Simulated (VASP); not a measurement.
The system is ZnGaAs2.

```xyz
8
Lattice="0.0000 5.6300 0.0000 5.6300 0.0000 0.0000 2.8150 2.8150 -5.6300" Properties=species:S:1:pos:R:3 pbc="T T T"
Ga    2.8150    2.8150    0.0000
Ga    5.6300    2.8150   -2.8150
As    4.1493    4.2225   -4.2225
As    1.4075    4.2957   -1.4075
As    7.1107    7.0375   -4.2225
As    4.2225    1.3343   -1.4075
Zn    0.0000    0.0000    0.0000
Zn    2.8150    5.6300   -2.8150
```

* Program: VASP 6.6.1
* Task: relaxation of cell and atoms
* Functional: LDA
* Potentials or basis: VASP PAW LDA potentials, release 64 (Ga_d, As, Zn)
* Cutoff: 600 eV
* k mesh: 4 × 4 × 4
* Occupations: fermi-dirac, width 0.1 eV
* Spin: no spin polarisation

At the start: pressure -2.2 GPa; volume 22.31 Å³/atom.

Where does the relaxation end?

Over 5 steps the energy falls by 11.6 meV/atom and the volume is 21.57 Å³/atom (-3.3 %); space group I-42d (No. 122, to 0.1 Å) before and after.

The path:
| step | energy change (eV) | largest force (eV/Å) | pressure (GPa) | volume (Å³) |
| --- | --- | --- | --- | --- |
| 1 | 0.0000 | 0.4825 | -2.19 | 178.46 |
| 2 | -0.0706 | 0.2824 | 0.83 | 170.70 |
| 3 | -0.0712 | 0.2996 | 0.61 | 171.28 |
| 4 | -0.0887 | 0.1232 | 0.30 | 172.01 |
| 5 | -0.0926 | 0.0044 | 0.10 | 172.54 |

Final structure:
```yaml
crystal:
  lattice:
    - [0.00000, 5.56950, 0.00000]
    - [5.56950, 0.00000, 0.00000]
    - [2.78475, 2.78475, -5.56235]
  atoms:
    - { symbol: Ga, position: [0.50000, 0.50000, 0.00000] }
    - { symbol: Ga, position: [0.25000, 0.75000, 0.50000] }
    - { symbol: As, position: [0.37500, 0.37147, 0.75000] }
    - { symbol: As, position: [0.62853, 0.12500, 0.25000] }
    - { symbol: As, position: [0.87500, 0.87853, 0.75000] }
    - { symbol: As, position: [0.12146, 0.62500, 0.25000] }
    - { symbol: Zn, position: [0.00000, 0.00000, 0.00000] }
    - { symbol: Zn, position: [0.75000, 0.25000, 0.50000] }
```
